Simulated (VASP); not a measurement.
Input of a VASP 6.6.1 run:

File INCAR:

```
SYSTEM = TiWO5
ALGO     = Normal         ! electronic algorithm
EDIFF    = 1E-6           ! SCF threshold, eV
ENCUT    = 520            ! plane-wave cutoff, eV
GGA      = PE             ! functional
ISIF     = 2              ! what is computed and relaxed
ISMEAR   = -1             ! smearing method
ISYM     = 0            
LASPH    = .True.         ! aspherical terms in the spheres
LCHARG   = .False.        ! write CHGCAR
LREAL    = Auto         
LWAVE    = .False.        ! write WAVECAR
NBANDS   = 100            ! bands
NELM     = 80             ! most SCF steps
PREC     = Accurate       ! precision mode
SIGMA    = 0.131          ! smearing width, eV
```

KPOINTS

```
k-points
0
Gamma
  1 1 1
  0 0 0
```

Contents of POSCAR:

```
TiWO5
1.0
    6.8352020000      0.2165210000     -0.0414970000
    0.2165210000      6.5964430000     -0.0725360000
   -0.0414970000     -0.0725360000      6.4352090000
Ti O W
3 15 3
Direct
    0.9836151838      0.4561653714      0.1197641740
    0.6738259807      0.7062463722      0.0757611825
    0.3176394853      0.6576723238      0.4386320639
    0.1847836710      0.7111910796      0.6919179974
    0.7224670799      0.4210486189      0.9553533380
    0.3244630320      0.2484207226      0.9250468303
    0.4267641984      0.7348185486      0.2051268626
    0.9180772856      0.2283295848      0.2911258310
    0.9998286174      1.0903342122      0.8186331432
    0.4651344854      0.9465122578      0.8132863904
    0.5345823430      0.2872123090      0.2742076902
    0.6452869380      0.1840798225      0.6599926880
    0.8235723004      0.5900799158      0.3348851322
    0.5209936868      0.5599038759      0.5819465790
    0.1785376920      0.4700015744      0.3127792451
    0.9463360592      0.6947065681      0.9915339724
    0.2256671453      0.9670599091      0.4541364806
    0.7199584133      0.0009481281      0.1008380439
    0.7006502611      0.3530571240      0.4676807289
    0.5649944820      0.1893224529      0.9586403906
    0.2098485773      0.9688517567      0.7227309505
```

Potentials or basis: VASP PAW PBE potentials, release 64 (Ti_sv, O, W_sv).

Run with:

```console
$ cat potpaw_PBE.64/Ti_sv/POTCAR potpaw_PBE.64/O/POTCAR potpaw_PBE.64/W_sv/POTCAR > POTCAR
$ mpirun -np 1 vasp_gam > vasp.out
```

(1) What does it give for the band gap on the k mesh?

(2) Estimate the pressure.

(3) What does it give for the largest force?

Answers

(1) 2.39 eV.

(2) 14.0 GPa.

(3) 6.180 eV/Å.

Caveat: the k points lie up to 0.98 Å⁻¹ apart; spin-orbit coupling is left out, which moves the levels of the heavy elements.
